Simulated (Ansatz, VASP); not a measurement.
One calculation of Hf5C3, two programs

```
CELL_PARAMETERS angstrom
3.19968 -3.84838 0.00000
3.19968 3.84838 0.00000
0.00000 0.00000 6.34372
ATOMIC_POSITIONS crystal
Hf 0.00000 0.50000 0.24697
Hf 0.50000 0.00000 0.75303
Hf 0.00000 0.50000 0.75303
Hf 0.50000 0.00000 0.24697
Hf 0.50000 0.50000 0.00000
C 0.00000 0.00000 0.50000
C 0.17436 0.82564 0.50000
C 0.82564 0.17436 0.50000
```

Alike in both runs: functional PBE; k mesh 3 × 3 × 3; occupations gaussian, width 0.2 eV; no spin polarisation.

Ansatz relaxed the structure, and its values are those at the end. VASP's run is a single point on that final structure, the one shown.

```csv
,VASP,Ansatz
version,VASP 6.6.1,Ansatz 0.2.0
potentials or method,"VASP PAW PBE potentials, release 64 (Hf_pv, C), cutoff 520 eV","scalar-relativistic, plane waves, PAW"
valence electrons in the cell,62,142
```

|  | VASP | Ansatz | Ansatz less VASP |
| --- | --- | --- | --- |
| gap on the k mesh at the Fermi level (eV) | none | none | - |
| pressure (GPa) | -0.4 | 0.0 | +0.35 |
| rms of the force components (eV/Å) | 0.010 | 0.012 | +0.0028 |

A gap of «none» marks a metal or a gap that the smearing closes. VASP's potentials hold 62 valence electrons a cell and Ansatz's 142, so a difference there can come from the potentials and not from the codes.

The k mesh is coarse, so the values compare programs but aren't converged. Neither program's run includes spin-orbit coupling.
